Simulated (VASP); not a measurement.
Ta16H (a cell with a defect), 17 atoms in the cell. The cell holds a defect, 17 atoms: a = 6.620 Å, b = 6.620 Å, c = 6.620 Å, α = 90.00°, β = 90.00°, γ = 90.00°. 

- Program: VASP 6.6.1
- Task: single point
- Functional: PBE
- Potentials or basis: VASP PAW PBE potentials, release 64 (Ta_pv, H)
- Cutoff: 520 eV
- k mesh: 2 × 2 × 2
- Occupations: fermi-dirac, width 0.05 eV
- Spin: no spin polarisation
- Dipole correction: no
- Further INCAR settings: LREAL = Auto; ALGO = Normal; EDIFF = 1e-06; NBANDS = 102

Potentials or basis: VASP PAW PBE potentials, release 64 (Ta_pv, H).

Launch:

```sh
$ cat potpaw_PBE.64/Ta_pv/POTCAR potpaw_PBE.64/H/POTCAR > POTCAR
$ mpirun -np 1 vasp_std > vasp.out
```

Hardware: 1 thread of Intel Xeon 8259CL, with other jobs on the host.

**Question.** How long does it take, and how much memory?

**Answer.** Wall time 12 min on 1 thread of Intel Xeon 8259CL, on a shared host, peak memory 0.44 GiB. Counts: scf iterations 17, k points 8.
